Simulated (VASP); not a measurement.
A run of VASP 6.6.1 is set up as follows.

File INCAR:

```
PREC = Accurate ; ENCUT = 520
EDIFF = 1E-6 ; ISMEAR = 0
SIGMA = 0.05 ; LREAL = F
LASPH = T ; NELM = 100
ALGO = Normal ; ISIF = 2
LWAVE = F ; LCHARG = T
GGA = PS ; LELF = T
LVHAR = T ; NBANDS = 22
```

File KPOINTS:

```
Automatic mesh
0
Gamma
  4 4 2
```

File POSCAR:

```
F
1.0
    2.9601476377     -1.7568136097     -0.2283121226
    2.9601476377      1.7568136097     -0.2283121226
   -2.2091882975      0.0000000000      7.0286737774
F
4
Direct
    0.0848459664      0.0848459664      0.0940038325
    0.9151540336      0.9151540336      0.9059961675
    0.5015719855      0.5015719855      0.5937195244
    0.4984280145      0.4984280145      0.4062804756
```

Potentials or basis: VASP PAW PBE potentials, release 64 (F).

Command:

```bash
$ cat potpaw_PBE.64/F/POTCAR > POTCAR
$ mpirun -np 1 vasp_std > vasp.out
```

(1) What does it give for the largest force?

(2) Predict the pressure.

## Answers

(1) 1.523 eV/Å.

(2) 2.7 GPa.

Caveat: the k points lie up to 0.53 Å⁻¹ apart; the PAW data sets were made with another functional, which shifts forces and pressure a little.
